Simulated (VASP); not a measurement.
Input of a VASP 6.6.1 run:

POSCAR

```
Pb
1.0
    0.0000000000      2.4914113386      2.4914113386
    2.4914113386      0.0000000000      2.4914113386
    2.4914113386      2.4914113386      0.0000000000
Pb
1
Direct
    0.0000000000      0.0000000000      0.0000000000
```

File INCAR.step1:

```
SYSTEM = Pb
PREC     = Accurate       ! precision mode
ENCUT    = 520            ! plane-wave cutoff, eV
ISMEAR   = -1             ! smearing method
SIGMA    = 0.05           ! smearing width, eV
LREAL    = .FALSE.        ! projectors in reciprocal space
LASPH    = .TRUE.         ! aspherical terms in the spheres
NELM     = 100            ! most SCF steps
NBANDS   = 13             ! bands
GGA      = PE             ! functional
ALGO     = Normal         ! electronic algorithm
EDIFF    = 1E-4           ! SCF threshold, eV
LWAVE    = .TRUE.         ! write WAVECAR
LCHARG   = .FALSE.        ! write CHGCAR
```

Contents of INCAR.step2:

```
SYSTEM = Pb
PREC     = Accurate       ! precision mode
ENCUT    = 520            ! plane-wave cutoff, eV
EDIFF    = 1E-6           ! SCF threshold, eV
ISMEAR   = -1             ! smearing method
SIGMA    = 0.05           ! smearing width, eV
LREAL    = .FALSE.        ! projectors in reciprocal space
LASPH    = .TRUE.         ! aspherical terms in the spheres
NELM     = 100            ! most SCF steps
ALGO     = Normal         ! electronic algorithm
ISIF     = 2              ! what is computed and relaxed
LWAVE    = .FALSE.        ! write WAVECAR
LCHARG   = .TRUE.         ! write CHGCAR
METAGGA  = R2SCAN         ! meta-GGA
LMIXTAU  = .TRUE.       
LELF     = .TRUE.         ! ELF
LVHAR    = .TRUE.       
NBANDS   = 13             ! bands
ISTART   = 1
```

Contents of KPOINTS:

```
Automatic mesh
0
G
  9 9 9
  0 0 0
```

Potentials or basis: VASP PAW PBE potentials, release 64 (Pb_d).

Run with:

```sh
$ cat potpaw_PBE.64/Pb_d/POTCAR > POTCAR
$ cp INCAR.step1 INCAR
$ mpirun -np 1 vasp_std > vasp.out
$ cp INCAR.step2 INCAR
$ mpirun -np 1 vasp_std > vasp.out
```

(1) Estimate the band gap on the k mesh.

(2) Estimate the pressure.

## Answers

(1) zero (band 7 reaches 14.57 eV, above the bottom of band 8 at 5.40 eV).

(2) 0.1 GPa.

Caveat: the PAW data sets were made with another functional, which shifts forces and pressure a little; spin-orbit coupling is left out, which moves the levels of the heavy elements.
